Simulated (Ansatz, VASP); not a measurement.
## Al: VASP beside Ansatz

File POSCAR:

```
Al
1.0
   -1.6121581793      1.6121581793      1.6121581793
    1.6121581793     -1.6121581793      1.6121581793
    1.6121581793      1.6121581793     -1.6121581793
Al
1
Direct
    0.0000000000      0.0000000000      0.0000000000
```

File INCAR.step1:

```
ALGO = Normal ; EDIFF = 1E-5
ENCUT = 520 ; GGA = PE
ISIF = 2 ; ISMEAR = -1
LASPH = True ; LCHARG = False
LREAL = False ; LWAVE = True
NBANDS = 8 ; NELM = 100
PREC = Accurate ; SIGMA = 0.05
```

The input INCAR.step2:

```
ALGO = Normal ; EDIFF = 1E-6
ENCUT = 520 ; GGA = PE
HFSCREEN = 0.2079 ; ISIF = 2
ISMEAR = -1 ; ISTART = 1
LASPH = True ; LCHARG = False
LHFCALC = True ; LREAL = False
LWAVE = False ; NBANDS = 8
NELM = 100 ; PREC = Accurate
PRECFOCK = Normal ; SIGMA = 0.05
```

Contents of KPOINTS:

```
k-points
0
Gamma
  8 8 8
```

input

```
crystal:
  lattice:
    - [-1.6121581793, 1.6121581793, 1.6121581793]
    - [1.6121581793, -1.6121581793, 1.6121581793]
    - [1.6121581793, 1.6121581793, -1.6121581793]
  atoms:
    - { symbol: Al, position: [0.0, 0.0, 0.0] }
hamiltonian:
  xc: hse06
  pseudopotentials: { kind: paw }
kpoints:
  mp_grid: { grid: [8, 8, 8] }
scf:
  occupations: { method: fermi_dirac, width: 0.05 }
output:
  forces: true
  stress: true
  eigenvalues: true
  write_density: true
  write_potential: true
  elf: true
  volumetric_format: npy
```

Alike in both runs: task single point; functional HSE06; k mesh 8 × 8 × 8; occupations fermi-dirac, width 0.05 eV; no spin polarisation.

|  | VASP | Ansatz |
| --- | --- | --- |
| version | VASP 6.6.1 | Ansatz 0.2.0 |
| potentials or method | VASP PAW PBE potentials, release 64 (Al) | Ansatz PAW |
| plane-wave cutoff (eV) | 520 | 420 |
| valence electrons in the cell | 3 | 3 |

|  | VASP | Ansatz | Ansatz less VASP |
| --- | --- | --- | --- |
| gap on the k mesh at the Fermi level (eV) | none | none | - |
| pressure (GPa) | 0.5 | 0.3 | -0.13 |

A gap of «none» marks a metal or a gap that the smearing closes. With one functional, cell and mesh, what is left measures potentials, basis and numerics.
